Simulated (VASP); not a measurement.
Write the native input for VASP 6.6.1 that does the following.

| Property | Result |
| --- | --- |
| Task | single point |
| Functional | PBE |
| Potentials or basis | VASP PAW PBE potentials, release 64 (Al, B, N) |
| Cutoff | 520 eV |
| k mesh | 18 × 18 × 8 |
| Occupations | gaussian, width 0.1 eV |
| Spin | no spin polarisation |
| Dipole correction | no |
| Further INCAR settings | ALGO = Normal; EDIFF = 1e-07; NBANDS = 12 |

The structure of AlBN lies in POSCAR:

```
AlBN
1.0
    2.6456205396      0.0000000000      0.0000000000
    0.0000000000      2.6456205396      0.0000000000
    0.0000000000      0.0000000000      5.4026394010
Al B N
1 1 1
Direct
    0.5000000000      0.5000000000      0.0000000000
    0.5000000000      0.5000000000      0.5000000000
    0.0000000000      0.0000000000      0.0000000000
```

The input as run:

INCAR

```
SYSTEM = AlBN
ALGO = Normal ; EDIFF = 1E-7
ENCUT = 520 ; GGA = PE
ISIF = 2 ; ISMEAR = 0
LASPH = .TRUE. ; LCHARG = .TRUE.
LELF = .TRUE. ; LREAL = .FALSE.
LVHAR = .TRUE. ; LWAVE = .FALSE.
NBANDS = 12 ; NELM = 100
PREC = Accurate ; SIGMA = 0.1
```

KPOINTS

```
k-points
0
G
  18 18 8
  0 0 0
```

Potentials or basis: VASP PAW PBE potentials, release 64 (Al, B, N).

Launch:

```console
$ cat potpaw_PBE.64/Al/POTCAR potpaw_PBE.64/B/POTCAR potpaw_PBE.64/N/POTCAR > POTCAR
$ mpirun -np 1 vasp_std > vasp.out
```

Results of the run:

The pressure is -0.1 GPa.

Wall time 52 s on 1 thread of AMD EPYC 9R45 96-Core Processor (Zen 5) (shared host), peak memory 0.21 GiB.
